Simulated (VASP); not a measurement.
**Mg2B3: single point with PBE**

The system is Mg2B3.

```
Mg B
1.0
     4.29169    0.00000    0.00000
     0.00000    4.29169    0.00000
     0.00000    0.00000    4.29169
Mg B
2 3
Direct
  0.50000 0.50000 0.50000
  0.00000 0.00000 0.00000
  0.00000 0.50000 0.50000
  0.50000 0.00000 0.50000
  0.50000 0.50000 0.00000
```

| Property | Result |
| --- | --- |
| Program | VASP 6.6.1 |
| Task | single point |
| Functional | PBE |
| Potentials or basis | VASP PAW PBE potentials, release 64 (Mg, B) |
| Cutoff | 520 eV |
| k mesh | 10 × 10 × 10 |
| Occupations | gaussian, width 0.1 eV |
| Spin | no spin polarisation |
| Dipole correction | no |
| k mesh for the DOS | 15 × 15 × 15 |
| Occupations for the DOS | tetrahedron |
| Further INCAR settings | ALGO = Normal; EDIFF = 1e-06 |

```
Valence electrons inside the program's atomic spheres : Mg 0.59, 0.23; B 1.52
```

Levels at points of the mesh, in eV from the Fermi level:
```tsv
k point	band 2	band 3	band 4	band 5	band 6	band 7	band 8	band 9	band 10
(0.00, 0.00, 0.00)	-3.76	-3.76	-2.48	-2.48	-2.48	1.55	2.36	2.36	2.36
```

Run time: 59 s on 1 thread of Intel(R) Xeon(R) Platinum 8488C (Sapphire Rapids), on a shared host, peak memory 0.24 GiB.
